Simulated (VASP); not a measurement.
A run of VASP 6.6.1 is set up as follows.

INCAR

```
SYSTEM = H
ALGO = Normal
EDIFF = 1E-6
ENCUT = 400
GGA = PE
GGA_COMPAT = .FALSE.
ISIF = 2
ISMEAR = -1
IVDW = 12
LASPH = .TRUE.
LCHARG = .TRUE.
LELF = .TRUE.
LREAL = .FALSE.
LVHAR = .TRUE.
LWAVE = .FALSE.
NBANDS = 30
NELM = 120
PREC = Accurate
SIGMA = 0.05
```

File KPOINTS:

```
k-points
0
G
  1 1 1
  0 0 0
```

File POSCAR:

```
H
1.0
    7.1137870000      0.0000000000      0.0000000000
    0.0000000000      7.1137870000      0.0000000000
    0.0000000000      0.0000000000      7.1137870000
H
24
Direct
    0.3749760852      0.6217785267      0.5551754642
    0.3503056811      0.7208256306      0.5402888785
    0.9019527855      1.0921327838      0.2693783213
    0.9287317711      1.0446053558      0.1888867350
    0.6211318950      0.4481860365      0.7329710603
    0.5796771818      0.4628055352      0.8275760857
    0.8684263389      0.8199008489      0.8071650163
    0.8379081353      0.7660757906      0.7138954259
    0.8400870029      0.4368840394      0.4216038518
    0.8626909971      0.3346600060      0.4510396502
   -0.3402266613      0.9938166549      0.6492744301
   -0.4403702276      1.0050905376      0.5954072001
    0.2036889775      0.3052101504     -0.3641098616
    0.1726225427      0.2378620558     -0.4416213193
    0.3246512722      0.6121633948      1.0480072007
    0.3183536420      0.5217333609      1.1057682779
    0.2924883750      0.9928326502      0.9158131949
    0.3810769144      0.9959111792      0.8630845990
    0.9003502635      0.3914230212      1.0026164686
    0.9590391166      0.3720662426      0.9126081509
    0.6905323423      0.7656119026      0.3260007644
    0.6082976620      0.7054470425      0.3629993420
    0.5407949381      0.2419105323      0.2829294720
    0.5139175519      0.1873123275      0.1984315808
```

Potentials or basis: VASP PAW PBE potentials, release 64 (H).

Launch:

```console
$ cat potpaw_PBE.64/H/POTCAR > POTCAR
$ mpirun -np 1 vasp_gam > vasp.out
```

Question: What does it give for the dispersion energy per atom?

Answer: -0.015 eV.

Question: What does it give for the pressure?

Answer: -0.7 GPa.

Question: Predict the largest force.

Answer: 2.453 eV/Å.

Forces in eV/Å, atoms in the order of the input:
```
H    0.065 -0.547  0.115
H   -0.197  0.536 -0.058
H   -0.662  1.142  1.991
H    0.691 -1.221 -2.013
H    0.094 -0.063 -0.256
H   -0.145  0.032  0.239
H   -0.271 -0.660 -1.041
H    0.412  0.576  1.106
H    0.125 -0.642  0.193
H   -0.172  0.711 -0.169
H   -1.476  0.230 -0.798
H    1.410 -0.066  0.724
H   -0.096 -0.266 -0.275
H    0.142  0.247  0.291
H   -0.027 -0.364  0.239
H    0.016  0.372 -0.235
H   -0.555 -0.022  0.346
H    0.514  0.013 -0.294
H    0.467 -0.159 -0.665
H   -0.410  0.148  0.688
H   -0.440 -0.364  0.167
H    0.552  0.366 -0.285
H    0.073  0.180  0.276
H   -0.109 -0.179 -0.287
```

Caveat: the k points lie up to 0.88 Å⁻¹ apart; the atoms stand as in a frame of molecular dynamics.
